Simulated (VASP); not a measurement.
MgS (lda): single point with LDA

MgS (lda):

```
CELL_PARAMETERS angstrom
0.00000 2.59084 2.55206
2.59084 0.00000 2.55206
2.59084 2.59084 0.00000
ATOMIC_POSITIONS crystal
Mg 0.00000 0.00000 0.00000
S 0.50000 0.50000 0.50000
```

This cell differs from its parent crystal: strained cell.

```json
{
  "Program": "VASP 6.6.1",
  "Task": "single point",
  "Functional": "LDA",
  "Potentials or basis": "VASP PAW LDA potentials, release 64 (Mg, S)",
  "Cutoff": "600 eV",
  "k mesh": "6 × 6 × 6",
  "Occupations": "gaussian, width 0.02 eV",
  "Spin": "no spin polarisation",
  "Dipole correction": "no",
  "Further INCAR settings": "ALGO = Normal; EDIFF = 1e-06; NBANDS = 11"
}
```

| Property | Result |
| --- | --- |
| Pressure | -1.7 GPa |
| Band gap on the k mesh | 2.54 eV, indirect (least direct gap 3.69 eV) |

Stress tensor (GPa, compression positive):
```
-2.31  0.00  0.00
 0.00 -2.31  0.00
 0.00  0.00 -0.60
```

Levels at points of the mesh, in eV from the valence-band top:
```csv
k point,band 2,band 3,band 4,band 5,band 6,band 7
"(0.00, 0.00, 0.00)",-0.07,0.00,0.00,3.69,7.74,7.74
"(0.50, 0.00, 0.00)",-5.08,-0.67,-0.63,4.39,6.67,6.84
"(0.50, 0.50, 0.00)",-4.41,-1.84,-1.84,2.54,4.10,12.15
"(0.50, 0.00, 0.50)",-4.43,-1.84,-1.70,2.62,4.16,11.99
```

It took 15 s on 1 thread of Intel Xeon 6975P-C, with other jobs on the host, peak memory 0.15 GiB.

Caveat: the cell differs from its parent crystal (strained cell). A k mesh can miss the band edges.
